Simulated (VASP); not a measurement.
Set up this calculation in VASP 6.6.1, as the native input.

```yaml
Task: single point
Functional: r2SCAN
Potentials_or_basis: VASP PAW PBE potentials, release 64 (Li_sv, Mg)
Cutoff: 520 eV
k_mesh: 16 × 16 × 16
Occupations: gaussian, width 0.15 eV
Spin: no spin polarisation
Dipole_correction: no
Further_INCAR_settings: ALGO = Normal; EDIFF = 1e-07; NBANDS = 10
```

LiMg:

```
Li Mg
1.0
     3.37819    0.00000    0.00000
     0.00000    3.37819    0.00000
     0.00000    0.00000    3.55261
Li Mg
1 1
Direct
  0.00000 0.00000 0.00000
  0.50000 0.50000 0.50000
```

The input as run:

POSCAR

```
LiMg
1.0
    3.3781850000      0.0000000000      0.0000000000
    0.0000000000      3.3781850000      0.0000000000
    0.0000000000      0.0000000000      3.5526100000
Li Mg
1 1
Direct
    0.0000000000      0.0000000000      0.0000000000
    0.5000000000      0.5000000000      0.5000000000
```

INCAR.step1

```
SYSTEM = LiMg
ALGO = Normal
EDIFF = 1E-4
ENCUT = 520
GGA = PE
ISMEAR = 0
LASPH = .TRUE.
LCHARG = .FALSE.
LREAL = .FALSE.
LWAVE = .TRUE.
NBANDS = 10
NELM = 100
PREC = Accurate
SIGMA = 0.15
```

INCAR.step2

```
SYSTEM = LiMg
ALGO = Normal
EDIFF = 1E-7
ENCUT = 520
ISIF = 2
ISMEAR = 0
ISTART = 1
LASPH = .TRUE.
LCHARG = .FALSE.
LMIXTAU = .TRUE.
LREAL = .FALSE.
LWAVE = .FALSE.
METAGGA = R2SCAN
NBANDS = 10
NELM = 100
PREC = Accurate
SIGMA = 0.15
```

KPOINTS

```
k-points
0
G
  16 16 16
  0 0 0
```

Potentials or basis: VASP PAW PBE potentials, release 64 (Li_sv, Mg).

Launch:

```console
$ cat potpaw_PBE.64/Li_sv/POTCAR potpaw_PBE.64/Mg/POTCAR > POTCAR
$ cp INCAR.step1 INCAR
$ mpirun -np 1 vasp_std > vasp.out
$ cp INCAR.step2 INCAR
$ mpirun -np 1 vasp_std > vasp.out
```

It took 5.1 min on 1 thread of Intel(R) Xeon(R) 6975P-C (Granite Rapids), on a shared host, peak memory 0.3 GiB.
